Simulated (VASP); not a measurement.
# FeO (Fm-3m) in VASP: further runs

Aim: see how the results for FeO move with the level of theory and the settings. Levels: LDA, BLYP+D4, PBE, revPBE. Tasks: single point.

All numbers are computed with VASP 6.6.1; they aren't measurements. Logs are shortened: lines on timing, memory, paths and dates and some standing lists are left out, and cuts for length are marked.

## 1. The cell of the first run

Symmetry: Fm-3m, No. 225, cubic system. The conventional cell has a = 4.223 Å, b = 4.223 Å, c = 4.223 Å, α = 90.00°, β = 90.00°, γ = 90.00°. Fe (site symmetry m-3m) has 6 O at 2.11 Å within 2.8 Å. Within 2.8 Å of O (site symmetry m-3m) lie 6 Fe at 2.11 Å.

## 2. Single point, LDA, collinear spin, ferromagnetic start

File INCAR:

```
ALGO = Normal
EDIFF = 1E-6
ENCUT = 700
GGA = CA
GGA_COMPAT = False
ISIF = 2
ISMEAR = -1
ISPIN = 2
LASPH = True
LCHARG = False
LMAXMIX = 4
LORBIT = 11
LREAL = False
LWAVE = False
MAGMOM = 3 0
NBANDS = 22
NELM = 200
PREC = Accurate
SIGMA = 0.05
```

File KPOINTS:

```
k-points
0
Gamma
  11 11 11
```

File POSCAR:

```
FeO
1.0
    0.0000000000      2.1113998987      2.1113998987
    2.1113998987      0.0000000000      2.1113998987
    2.1113998987      2.1113998987      0.0000000000
Fe O
1 1
Direct
    0.0000000000      0.0000000000      0.0000000000
    0.5000000000      0.5000000000      0.5000000000
```

Potentials or basis: VASP PAW LDA potentials, release 64 (Fe_sv, O).

Run with:

```bash
> cat potpaw_LDA.64/Fe_sv/POTCAR potpaw_LDA.64/O/POTCAR > POTCAR
> mpirun -np 1 vasp_std > vasp.out
```

OUTCAR:

```text
EDIFF = 1E-6
   ENCUT = 700
   GGA = CA
   ISIF = 2
   ISMEAR = -1
   ISPIN = 2
   LASPH = True
   LORBIT = 11
   LREAL = False
   NELM = 200
   PREC = Accurate

 ion  position               nearest neighbor table
   1  0.000  0.000  0.000-   2 2.11   2 2.11   2 2.11   2 2.11   2 2.11   2 2.11
   2  0.500  0.500  0.500-   1 2.11   1 2.11   1 2.11   1 2.11   1 2.11   1 2.11

  LATTYP: Found a face centered cubic cell.
 ALAT       =     4.2227997974

  Lattice vectors:

 A1 = (   0.0000000000,   2.1113998987,   2.1113998987)
 A2 = (   2.1113998987,   0.0000000000,   2.1113998987)
 A3 = (   2.1113998987,   2.1113998987,   0.0000000000)

Analysis of symmetry for initial positions (statically):
=====================================================================
 Subroutine PRICEL returns:
 Original cell was already a primitive cell.

 Routine SETGRP: Setting up the symmetry group for a
 face centered cubic supercell.

 Subroutine GETGRP returns: Found 48 space group operations
 (whereof 48 operations were pure point group operations)
 out of a pool of 48 trial point group operations.

The static configuration has the point symmetry O_h .

Analysis of symmetry for dynamics (positions and initial velocities):
=====================================================================
 Subroutine PRICEL returns:
 Original cell was already a primitive cell.

 Routine SETGRP: Setting up the symmetry group for a
 face centered cubic supercell.

 Subroutine GETGRP returns: Found 48 space group operations
 (whereof 48 operations were pure point group operations)
 out of a pool of 48 trial point group operations.

The dynamic configuration has the point symmetry O_h .

Analysis of structural, dynamic, and magnetic symmetry:
=====================================================================
 Subroutine PRICEL returns:
 Original cell was already a primitive cell.

 Routine SETGRP: Setting up the symmetry group for a
 face centered cubic supercell.

 Subroutine GETGRP returns: Found 48 space group operations
 (whereof 48 operations were pure point group operations)
 out of a pool of 48 trial point group operations.

The overall configuration has the point symmetry O_h .

 Subroutine INISYM returns: Found 48 space group operations
 (whereof 48 operations are pure point group operations),
 and found     1 'primitive' translations

----------------------------------------------------------------------------------------

                                     Primitive cell

  volume of cell :      18.8253

  direct lattice vectors                    reciprocal lattice vectors
     0.000000000  2.111399899  2.111399899    -0.236809711  0.236809711  0.236809711
     2.111399899  0.000000000  2.111399899     0.236809711 -0.236809711  0.236809711
     2.111399899  2.111399899  0.000000000     0.236809711  0.236809711 -0.236809711

  length of vectors
     2.985970372  2.985970372  2.985970372     0.410166451  0.410166451  0.410166451

  position of ions in fractional coordinates (direct lattice)
     0.000000000  0.000000000  0.000000000
     0.500000000  0.500000000  0.500000000

  ion indices of the primitive-cell ions
   primitive index   ion index
                 1           1
                 2           2

----------------------------------------------------------------------------------------

 KPOINTS: k-points

Automatic generation of k-mesh.
 Grid dimensions read from file:
 generate k-points for:   11   11   11

 Generating k-lattice:

  Cartesian coordinates                     Fractional coordinates (reciprocal lattice)
    -0.021528156  0.021528156  0.021528156     0.090909091  0.000000000  0.000000000
     0.021528156 -0.021528156  0.021528156     0.000000000  0.090909091  0.000000000
     0.021528156  0.021528156 -0.021528156     0.000000000  0.000000000  0.090909091

  Length of vectors
     0.037287859  0.037287859  0.037287859

  Shift w.r.t. Gamma in fractional coordinates (k-lattice)
     0.000000000  0.000000000  0.000000000

 Subroutine IBZKPT returns following result:
 ===========================================

 Found     56 irreducible k-points:

 Following reciprocal coordinates:
            Coordinates               Weight
  0.000000  0.000000  0.000000      1.000000
  0.090909  0.000000  0.000000      8.000000
  0.181818  0.000000  0.000000      8.000000
  0.272727  0.000000  0.000000      8.000000
  0.363636  0.000000  0.000000      8.000000
  0.454545  0.000000  0.000000      8.000000
[... 16 lines left out ...]
 -0.272727  0.181818  0.000000     24.000000
 -0.181818  0.181818  0.000000     12.000000
 [... further k-points ...]
   k-points           NKPTS =     56   k-points in BZ     NKDIM =     56   number of bands    NBANDS=     22
   number of dos      NEDOS =    301   number of ions     NIONS =      2
   total plane-waves  NPLWV =  21952
   dimension x,y,z NGX =    28 NGY =   28 NGZ =   28
   dimension x,y,z NGXF=    56 NGYF=   56 NGZF=   56
   ions per type =               1   1
   NGX,Y,Z   is equivalent  to a cutoff of  15.59, 15.59, 15.59 a.u.
   NGXF,Y,Z  is equivalent  to a cutoff of  31.18, 31.18, 31.18 a.u.
 SYSTEM =  unknown system
   PREC   = accura    normal or accurate (medium, high low for compatibility)
   ISTART =      0    job   : 0-new  1-cont  2-samecut
   ICHARG =      2    charge: 1-file 2-atom 10-const
   ISPIN  =      2    spin polarized calculation?
   LNONCOLLINEAR =      F non collinear calculations
   LSORBIT =      F    spin-orbit coupling
   LASPH  =      T    aspherical Exc in radial PAW
   ENCUT  =  700.0 eV  51.45 Ry    7.17 a.u.   6.44  6.44  6.44*2*pi/ulx,y,z
   NELM   =    200;   NELMIN=  2; NELMDL= -5     # of ELM steps
   EDIFF  = 0.1E-05   stopping-criterion for ELM
   LREAL  =      F    real-space projection
   EDIFFG = 0.1E-04   stopping-criterion for IOM
   NSW    =      0    number of steps for IOM
   IBRION =     -1    ionic relax: 0-MD 1-quasi-New 2-CG
   NFREE  =      0    steps in history (QN), initial steepest desc. (CG)
   ISIF   =      2    stress and relaxation
   ISYM   =      2    0-nonsym 1-usesym 2-fastsym
   POTIM  = 0.5000    time-step for ionic-motion
   TEBEG  =    0.0;   TEEND  =   0.0 temperature during run
   PSTRESS=    0.0 pullay stress
   NELECT =      22.0000    total number of electrons
   NUPDOWN=      -1.0000    fix difference up-down
   EMIN   =  10.00;   EMAX   =-10.00  energy-range for DOS
   EFERMI =   0.00;   METHOD = LEGACY
   ISMEAR =    -1;   SIGMA  =   0.05  broadening in eV -4-tet -1-fermi 0-gaus
   EFERMI_NEDOS =   21; number of points for ismear=-14 and -15
   IALGO  =     38    algorithm
   IMIX   =      4    mixing-type and parameters
     AMIX     =   0.40;   BMIX     =  1.00
     AMIX_MAG =   1.60;   BMIX_MAG =  1.00
  volume/ion in A,a.u.               =       9.41        63.52
  Fermi-wavevector in a.u.,A,eV,Ry     =   1.724389  3.258623 40.457158  2.973517
  Thomas-Fermi vector in A             =   2.800087
   LORBIT       =     11    0 simple, 1 ext, 2 COOP (PROOUT), +10 PAW based schemes
   GGA     = CA    functional components
   LHFCALC =     F    Hartree Fock is set to
   AEXX    =    0.0000 exact exchange contribution
   IVDW    =     0    specifies the selected vdW correction
   LEPSILON=     F    determine dielectric tensor
   LRPA    =     F    only Hartree local field effects (RPA)
 spin polarized calculation
  energy-cutoff  :      700.00
  volume of cell :       18.83
 maximum number of plane-waves:       817
 NGX is ok and might be reduce to    28
   NGX = 13   NGY = 13   NGZ = 13

 number of electron      22.0000011 magnetization       3.8735005

 Free energy of the ion-electron system (eV)
  ---------------------------------------------------
  ext. energy  EPLUGINS =         0.00000000
  ---------------------------------------------------
  free energy    TOTEN  =       -16.57179332 eV

  energy without entropy =      -16.55691826  energy(sigma->0) =      -16.56435579

 E-fermi :  10.2060     XC(G=0): -13.4020

 val. band max:       10.2021244851   @ k =  -0.3636   0.1818   0.0000
 cond. band min:      10.2304007243   @ k =  -0.2727   0.1818   0.0000
 fundamental gap:      0.0282762391
 Fermi energy:        10.2060145236

 spin component 1

 k-point     1 :       0.0000    0.0000    0.0000
  band No.  band energies     occupation
      1     -78.3507      1.00000
      2     -44.8951      1.00000
      3     -44.8951      1.00000
      4     -44.8951      1.00000
      5     -10.7686      1.00000
      6       6.1465      1.00000
[... 14 lines left out ...]
     21      31.9202      0.00000
     22      34.6359      0.00000
[... 552 lines left out ...]
  band No.  band energies     occupation
      1     -78.3454      1.00000
      2     -44.9361      1.00000
      3     -44.9127      1.00000
      4     -44.9003      1.00000
      5      -9.9433      1.00000
      6       2.5699      1.00000
[... 14 lines left out ...]
     21      37.4988      0.00000
     22      39.2000      0.00000

 [... further k-points ...]

 spin component 2

 k-point     1 :       0.0000    0.0000    0.0000
  band No.  band energies     occupation
      1     -74.6184      1.00000
      2     -41.2756      1.00000
      3     -41.2755      1.00000
      4     -41.2755      1.00000
      5     -10.2183      1.00000
      6       6.7293      1.00000
[... 14 lines left out ...]
     21      33.1901      0.00000
     22      35.8251      0.00000
[... 552 lines left out ...]
  band No.  band energies     occupation
      1     -74.6121      1.00000
      2     -41.3257      1.00000
      3     -41.2967      1.00000
      4     -41.2814      1.00000
      5      -9.3810      1.00000
      6       3.4064      1.00000
[... 14 lines left out ...]
     21      38.2808      0.00000
     22      40.0467      0.00000

 [... further k-points ...]

------------------------ aborting loop because EDIFF is reached ----------------------------------------

  FORCE on cell =-STRESS in cart. coord.  units (eV):
  Direction    XX          YY          ZZ          XY          YZ          ZX
  --------------------------------------------------------------------------------------
  -------------------------------------------------------------------------------------
  Total       -0.8396629     -0.8396629     -0.8396629      0.0000000      0.0000000     -0.0000000
  in kB      -71.4618140    -71.4618140    -71.4618140      0.0000000      0.0000000     -0.0000000
  external PRESSURE =     -71.4618140 kB  Pullay stress =       0.0000000 kB

 VOLUME and BASIS-vectors are now :
 -----------------------------------------------------------------------------
  energy-cutoff  :      700.00
  volume of cell :       18.83
      direct lattice vectors                 reciprocal lattice vectors
     0.000000000  2.111399899  2.111399899    -0.236809711  0.236809711  0.236809711
     2.111399899  0.000000000  2.111399899     0.236809711 -0.236809711  0.236809711
     2.111399899  2.111399899  0.000000000     0.236809711  0.236809711 -0.236809711

 POSITION                                       TOTAL-FORCE (eV/Angst)
 -----------------------------------------------------------------------------------
      0.00000      0.00000      0.00000         0.000000      0.000000     -0.000000
      2.11140      2.11140      2.11140         0.000000      0.000000      0.000000
 -----------------------------------------------------------------------------------
    total drift:                                0.000000      0.000000      0.000000

  FREE ENERGIE OF THE ION-ELECTRON SYSTEM (eV)
  ---------------------------------------------------
  free  energy   TOTEN  =       -16.5717933227 eV

  energy  without entropy=      -16.5569182570  energy(sigma->0) =      -16.56435579

 total charge

# of ion       s       p       d       tot
------------------------------------------
    1        2.110   6.003   5.543  13.656
    2        1.541   3.441   0.000   4.982
--------------------------------------------------
tot          3.651   9.444   5.543  18.638

 magnetization (x)

# of ion       s       p       d       tot
------------------------------------------
    1        0.014   0.010   3.318   3.342
    2        0.032   0.263   0.000   0.296
--------------------------------------------------
tot          0.047   0.273   3.318   3.638
```

Wall time 33 s (1 thread of Intel Xeon 6975P-C (Granite Rapids), shared host); peak memory 0.18 GiB.

What came out:

```yaml
Free_energy: -16.5718 eV
Pressure: -7.1 GPa
Net_moment: 3.87 μB per cell
Site_moments: Fe +3.34; O +0.30 μB
Valence_electrons_inside_the_program's_atomic_spheres: Fe 13.66; O 4.98
```

Levels at points of the mesh, in eV from the Fermi level:
Spin up:
```
           k point  band 9  band 10  band 11  band 12  band 13  band 14  band 15  band 16  band 17  band 18
(0.00, 0.00, 0.00)   -3.65    -3.65    -3.65    -3.33    -3.33     0.55    15.40    17.48    17.48    17.48
```
Spin down:
| k point | band 5 | band 6 | band 7 | band 8 | band 9 | band 10 | band 11 | band 12 | band 13 | band 14 |
| --- | --- | --- | --- | --- | --- | --- | --- | --- | --- | --- |
| (0.00, 0.00, 0.00) | -20.42 | -3.48 | -3.48 | -3.48 | -0.87 | -0.87 | -0.87 | -0.08 | -0.08 | 1.30 |

Caveat: the cell stands under tension; a cell with one magnetic atom can't hold antiferromagnetic order, which such compounds often take; semilocal functionals often make such compounds metallic where correlation or magnetic order opens a gap, which also shifts bond lengths.

(Part 1 of 2 ends here.)
